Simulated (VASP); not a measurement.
# WC3 (I4/mmm) in VASP: single point with PBE

Aim: the single point of WC3 with PBE.

All numbers are computed with VASP 6.6.1; they aren't measurements. Logs are shortened: lines on timing, memory, paths and dates and some standing lists are left out, and cuts for length are marked.

## (1) The cell of the first run

Symmetry: I4/mmm, No. 139, tetragonal system. The conventional cell has a = 3.029 Å, b = 3.029 Å, c = 7.540 Å, α = 90.00°, β = 90.00°, γ = 90.00°. W (site symmetry 4/mmm) has 12 C at 2.14 to 2.42 Å within 2.8 Å. Within 2.8 Å of C (site symmetry 4/mmm) lie 4 W at 2.14 Å and 8 C at 2.42 Å. C (site symmetry -4m2) has 8 C at 2.14 to 2.42 Å and 4 W at 2.42 Å within 2.8 Å.

## (2) Single point, PBE

Input file INCAR:

```
  PREC = Accurate
  ENCUT = 520
  EDIFF = 1E-6
  ISMEAR = 0
  SIGMA = 0.1
  LREAL = False
  LASPH = True
  NELM = 60
  ALGO = Normal
  ISIF = 2
  LWAVE = False
  LCHARG = False
  GGA = PE
  NBANDS = 21
```

Input file KPOINTS:

```
Automatic mesh
0
Gamma
  22 22 22
```

Input file POSCAR:

```
WC3
1.0
   -1.5143662734      1.5143662734      3.7699387298
    1.5143662734     -1.5143662734      3.7699387298
    1.5143662734      1.5143662734     -3.7699387298
W C
1 3
Direct
    0.0000000000      0.0000000000      0.0000000000
    0.5000000000      0.5000000000      0.0000000000
    0.2500000000      0.7500000000      0.5000000000
    0.7500000000      0.2500000000      0.5000000000
```

Potentials or basis: VASP PAW PBE potentials, release 64 (W_sv, C).

Run with:

```bash
$ cat potpaw_PBE.64/W_sv/POTCAR potpaw_PBE.64/C/POTCAR > POTCAR
$ mpirun -np 1 vasp_std > vasp.out
```

OUTCAR:

```text
PREC = Accurate
   ENCUT = 520
   EDIFF = 1E-6
   ISMEAR = 0
   LREAL = False
   LASPH = True
   NELM = 60
   ISIF = 2
   GGA = PE

 ion  position               nearest neighbor table
   1  0.000  0.000  0.000-   2 2.14   2 2.14   2 2.14   2 2.14   4 2.42   3 2.42   4 2.42   3 2.42
                             4 2.42   4 2.42   3 2.42   3 2.42
   2  0.500  0.500  0.000-   1 2.14   1 2.14   1 2.14   1 2.14
   3  0.250  0.750  0.500-   1 2.42   1 2.42   1 2.42   1 2.42
   4  0.750  0.250  0.500-   1 2.42   1 2.42   1 2.42   1 2.42

  LATTYP: Found a body centered tetragonal cell.
 ALAT       =     3.0287325468
 C/A-ratio  =     2.4894497428

  Lattice vectors:

 A1 = (  -1.5143662734,   1.5143662734,   3.7699387298)
 A2 = (   1.5143662734,  -1.5143662734,   3.7699387298)
 A3 = (   1.5143662734,   1.5143662734,  -3.7699387298)

Analysis of symmetry for initial positions (statically):
=====================================================================
 Subroutine PRICEL returns:
 Original cell was already a primitive cell.

 Routine SETGRP: Setting up the symmetry group for a
 body centered tetragonal supercell.

 Subroutine GETGRP returns: Found 16 space group operations
 (whereof 16 operations were pure point group operations)
 out of a pool of 16 trial point group operations.

The static configuration has the point symmetry D_4h.

Analysis of symmetry for dynamics (positions and initial velocities):
=====================================================================
 Subroutine PRICEL returns:
 Original cell was already a primitive cell.

 Routine SETGRP: Setting up the symmetry group for a
 body centered tetragonal supercell.

 Subroutine GETGRP returns: Found 16 space group operations
 (whereof 16 operations were pure point group operations)
 out of a pool of 16 trial point group operations.

The dynamic configuration has the point symmetry D_4h.

 Subroutine INISYM returns: Found 16 space group operations
 (whereof 16 operations are pure point group operations),
 and found     1 'primitive' translations

----------------------------------------------------------------------------------------

                                     Primitive cell

  volume of cell :      34.5825

  direct lattice vectors                    reciprocal lattice vectors
    -1.514366273  1.514366273  3.769938730     0.000000000  0.330171114  0.132628150
     1.514366273 -1.514366273  3.769938730     0.330171114  0.000000000  0.132628150
     1.514366273  1.514366273 -3.769938730     0.330171114  0.330171114  0.000000000

  length of vectors
     4.335786947  4.335786947  4.335786947     0.355813422  0.355813422  0.466932468

  position of ions in fractional coordinates (direct lattice)
     0.000000000  0.000000000  0.000000000
     0.500000000  0.500000000  0.000000000
     0.250000000  0.750000000  0.500000000
     0.750000000  0.250000000  0.500000000

  ion indices of the primitive-cell ions
   primitive index   ion index
                 1           1
                 2           2
                 3           3
                 4           4

----------------------------------------------------------------------------------------

 KPOINTS: Automatic mesh

Automatic generation of k-mesh.
 Grid dimensions read from file:
 generate k-points for:   22   22   22

 Generating k-lattice:

  Cartesian coordinates                     Fractional coordinates (reciprocal lattice)
     0.000000000  0.015007778  0.006028552     0.045454545  0.000000000  0.000000000
     0.015007778  0.000000000  0.006028552     0.000000000  0.045454545  0.000000000
     0.015007778  0.015007778  0.000000000     0.000000000  0.000000000  0.045454545

  Length of vectors
     0.016173337  0.016173337  0.021224203

  Shift w.r.t. Gamma in fractional coordinates (k-lattice)
     0.000000000  0.000000000  0.000000000

 Subroutine IBZKPT returns following result:
 ===========================================

 Found    834 irreducible k-points:

 Following reciprocal coordinates:
            Coordinates               Weight
  0.000000  0.000000  0.000000      1.000000
  0.045455 -0.000000  0.000000      8.000000
  0.090909 -0.000000  0.000000      8.000000
  0.136364 -0.000000  0.000000      8.000000
  0.181818  0.000000  0.000000      8.000000
  0.227273  0.000000 -0.000000      8.000000
[... 16 lines left out ...]
  0.500000  0.045455 -0.000000     16.000000
 -0.454545  0.045455  0.000000     16.000000
 [... further k-points ...]
   k-points           NKPTS =    834   k-points in BZ     NKDIM =    834   number of bands    NBANDS=     21
   number of dos      NEDOS =    301   number of ions     NIONS =      4
   total plane-waves  NPLWV =  32768
   dimension x,y,z NGX =    32 NGY =   32 NGZ =   32
   dimension x,y,z NGXF=    64 NGYF=   64 NGZF=   64
   ions per type =               1   3
   NGX,Y,Z   is equivalent  to a cutoff of  12.27, 12.27, 12.27 a.u.
   NGXF,Y,Z  is equivalent  to a cutoff of  24.54, 24.54, 24.54 a.u.
 SYSTEM =  unknown system
   PREC   = accura    normal or accurate (medium, high low for compatibility)
   ISTART =      0    job   : 0-new  1-cont  2-samecut
   ICHARG =      2    charge: 1-file 2-atom 10-const
   ISPIN  =      1    spin polarized calculation?
   LNONCOLLINEAR =      F non collinear calculations
   LSORBIT =      F    spin-orbit coupling
   LASPH  =      T    aspherical Exc in radial PAW
   ENCUT  =  520.0 eV  38.22 Ry    6.18 a.u.   8.06  8.06  8.06*2*pi/ulx,y,z
   NELM   =     60;   NELMIN=  2; NELMDL= -5     # of ELM steps
   EDIFF  = 0.1E-05   stopping-criterion for ELM
   LREAL  =      F    real-space projection
   EDIFFG = 0.1E-04   stopping-criterion for IOM
   NSW    =      0    number of steps for IOM
   IBRION =     -1    ionic relax: 0-MD 1-quasi-New 2-CG
   NFREE  =      0    steps in history (QN), initial steepest desc. (CG)
   ISIF   =      2    stress and relaxation
   ISYM   =      2    0-nonsym 1-usesym 2-fastsym
   POTIM  = 0.5000    time-step for ionic-motion
   TEBEG  =    0.0;   TEEND  =   0.0 temperature during run
   PSTRESS=    0.0 pullay stress
   NELECT =      26.0000    total number of electrons
   NUPDOWN=      -1.0000    fix difference up-down
   EMIN   =  10.00;   EMAX   =-10.00  energy-range for DOS
   EFERMI =   0.00;   METHOD = LEGACY
   ISMEAR =     0;   SIGMA  =   0.10  broadening in eV -4-tet -1-fermi 0-gaus
   EFERMI_NEDOS =   21; number of points for ismear=-14 and -15
   IALGO  =     38    algorithm
   IMIX   =      4    mixing-type and parameters
     AMIX     =   0.40;   BMIX     =  1.00
     AMIX_MAG =   1.60;   BMIX_MAG =  1.00
  volume/ion in A,a.u.               =       8.65        58.34
  Fermi-wavevector in a.u.,A,eV,Ry     =   1.488609  2.813063 30.149912  2.215956
  Thomas-Fermi vector in A             =   2.601622
   LORBIT       =      0    0 simple, 1 ext, 2 COOP (PROOUT), +10 PAW based schemes
   GGA     = PE    functional components
   LHFCALC =     F    Hartree Fock is set to
   AEXX    =    0.0000 exact exchange contribution
   IVDW    =     0    specifies the selected vdW correction
   LEPSILON=     F    determine dielectric tensor
   LRPA    =     F    only Hartree local field effects (RPA)
 non-spin polarized calculation
 Gauss-broadening in eV      SIGMA  =   0.10
  energy-cutoff  :      520.00
  volume of cell :       34.58
 maximum number of plane-waves:       947
   NGX = 17   NGY = 17   NGZ = 17

 number of electron      26.0000000 magnetization

 Free energy of the ion-electron system (eV)
  ---------------------------------------------------
  ext. energy  EPLUGINS =         0.00000000
  ---------------------------------------------------
  free energy    TOTEN  =       -31.73456130 eV

  energy without entropy =      -31.72733787  energy(sigma->0) =      -31.73094959

 E-fermi :  10.5612     XC(G=0): -13.4551

 val. band max:       10.5611858424   @ k =  -0.4091   0.4091   0.1364
 cond. band min:      10.5624439801   @ k =  -0.4545   0.3182   0.0000
 fundamental gap:      0.0012581377
 Fermi energy:        10.5611884420

 k-point     1 :       0.0000    0.0000    0.0000
  band No.  band energies     occupation
      1     -64.7966      2.00000
      2     -28.9711      2.00000
      3     -28.8787      2.00000
      4     -28.8787      2.00000
      5      -6.6050      2.00000
      6      -0.3378      2.00000
[... 13 lines left out ...]
     20      15.8694      0.00000
     21      15.8694      0.00000

 k-point     2 :       0.0455   -0.0000    0.0000
  band No.  band energies     occupation
      1     -64.7963      2.00000
      2     -28.9704      2.00000
      3     -28.8871      2.00000
      4     -28.8777      2.00000
      5      -6.5639      2.00000
      6      -0.3238      2.00000
[... 13 lines left out ...]
     20      15.8018      0.00000
     21      15.8836      0.00000

 k-point     3 :       0.0909   -0.0000    0.0000
  band No.  band energies     occupation
      1     -64.7953      2.00000
      2     -28.9685      2.00000
      3     -28.9117      2.00000
      4     -28.8748      2.00000
      5      -6.4413      2.00000
      6      -0.2839      2.00000
[... 13 lines left out ...]
     20      15.6116      0.00000
     21      15.8869      0.00000

 k-point     4 :       0.1364   -0.0000    0.0000
  band No.  band energies     occupation
      1     -64.7937      2.00000
      2     -28.9656      2.00000
      3     -28.9501      2.00000
      4     -28.8703      2.00000
      5      -6.2400      2.00000
      6      -0.2247      2.00000
[... 13 lines left out ...]
     20      15.3340      0.00000
     21      15.8412      0.00000

 k-point     5 :       0.1818    0.0000    0.0000
  band No.  band energies     occupation
      1     -64.7916      2.00000
      2     -28.9993      2.00000
      3     -28.9615      2.00000
      4     -28.8645      2.00000
      5      -5.9644      2.00000
      6      -0.1599      2.00000
[... 13 lines left out ...]
     20      15.1422      0.00000
     21      15.7735      0.00000

 k-point     6 :       0.2273    0.0000   -0.0000
  band No.  band energies     occupation
      1     -64.7892      2.00000
      2     -29.0548      2.00000
      3     -28.9571      2.00000
      4     -28.8578      2.00000
      5      -5.6201      2.00000
      6      -0.1191      2.00000
[... 13 lines left out ...]
     20      15.4907      0.00000
     21      15.7772      0.00000

 k-point     7 :       0.2727    0.0000    0.0000
  band No.  band energies     occupation
      1     -64.7868      2.00000
      2     -29.1121      2.00000
      3     -28.9524      2.00000
      4     -28.8509      2.00000
      5      -5.2139      2.00000
      6      -0.1702      2.00000
[... 13 lines left out ...]
     20      15.9023      0.00000
     21      16.6088      0.00000
[... 291 lines left out ...]
      1     -64.7820      2.00000
      2     -29.2127      2.00000
      3     -28.9439      2.00000
      4     -28.8466      2.00000
      5      -4.1528      2.00000
      6      -0.9132      2.00000
[... 13 lines left out ...]
     20      16.5652      0.00000
     21      18.5939      0.00000

 k-point    21 :       0.4091    0.0455   -0.0000
  band No.  band energies     occupation
      1     -64.7804      2.00000
      2     -29.2493      2.00000
      3     -28.9406      2.00000
      4     -28.8420      2.00000
      5      -3.6147      2.00000
      6      -1.4246      2.00000
[... 13 lines left out ...]
     20      16.9795      0.00000
     21      19.4410      0.00000

 k-point    22 :       0.4545    0.0455    0.0000
  band No.  band energies     occupation
      1     -64.7794      2.00000
      2     -29.2723      2.00000
      3     -28.9384      2.00000
      4     -28.8390      2.00000
      5      -3.0585      2.00000
      6      -1.9848      2.00000
[... 13 lines left out ...]
     20      17.2940      0.00000
     21      20.0234      0.00000

 k-point    23 :       0.5000    0.0455   -0.0000
  band No.  band energies     occupation
      1     -64.7790      2.00000
      2     -29.2802      2.00000
      3     -28.9374      2.00000
      4     -28.8380      2.00000
      5      -2.6654      2.00000
      6      -2.3872      2.00000
[... 13 lines left out ...]
     20      17.3565      0.00000
     21      20.2257      0.00000

 k-point    24 :      -0.4545    0.0455    0.0000
  band No.  band energies     occupation
      1     -64.7794      2.00000
      2     -29.2723      2.00000
      3     -28.9378      2.00000
      4     -28.8390      2.00000
      5      -3.1828      2.00000
      6      -1.8743      2.00000
[... 13 lines left out ...]
     20      17.1268      0.00000
     21      20.0086      0.00000

 [... further k-points ...]
[... 5 lines left out ...]
  --------------------------------------------------------------------------------------
  -------------------------------------------------------------------------------------
  Total        0.1589687      0.1589687      0.1491710      0.0000000     -0.0000000     -0.0000000
  in kB        7.3648887      7.3648887      6.9109693      0.0000000     -0.0000000     -0.0000000
  external PRESSURE =       7.2135823 kB  Pullay stress =       0.0000000 kB

 VOLUME and BASIS-vectors are now :
 -----------------------------------------------------------------------------
  energy-cutoff  :      520.00
  volume of cell :       34.58
      direct lattice vectors                 reciprocal lattice vectors
    -1.514366273  1.514366273  3.769938730     0.000000000  0.330171114  0.132628150
     1.514366273 -1.514366273  3.769938730     0.330171114  0.000000000  0.132628150
     1.514366273  1.514366273 -3.769938730     0.330171114  0.330171114  0.000000000

 POSITION                                       TOTAL-FORCE (eV/Angst)
 -----------------------------------------------------------------------------------
      0.00000      0.00000      0.00000         0.000000     -0.000000     -0.000000
      0.00000      0.00000      3.76994         0.000000     -0.000000     -0.000000
      1.51437      0.00000      1.88497        -0.000000      0.000000      0.000000
      0.00000      1.51437      1.88497         0.000000     -0.000000      0.000000
 -----------------------------------------------------------------------------------
    total drift:                                0.000000     -0.000000     -0.000000

  FREE ENERGIE OF THE ION-ELECTRON SYSTEM (eV)
  ---------------------------------------------------
  free  energy   TOTEN  =       -31.7345612977 eV

  energy  without entropy=      -31.7273378741  energy(sigma->0) =      -31.73094959
```

Run time: 4.6 min. Hardware: 1 thread of Intel Xeon Platinum 8488C (Sapphire Rapids), shared host; peak memory 0.6 GiB.

What came out:

- Free energy: -31.7346 eV
- Pressure: 0.7 GPa
- Band gap on the k mesh: zero (band 13 reaches 12.15 eV, above the bottom of band 14 at 9.31 eV)

Caveat: spin-orbit coupling is left out, which moves the levels of the heavy elements.
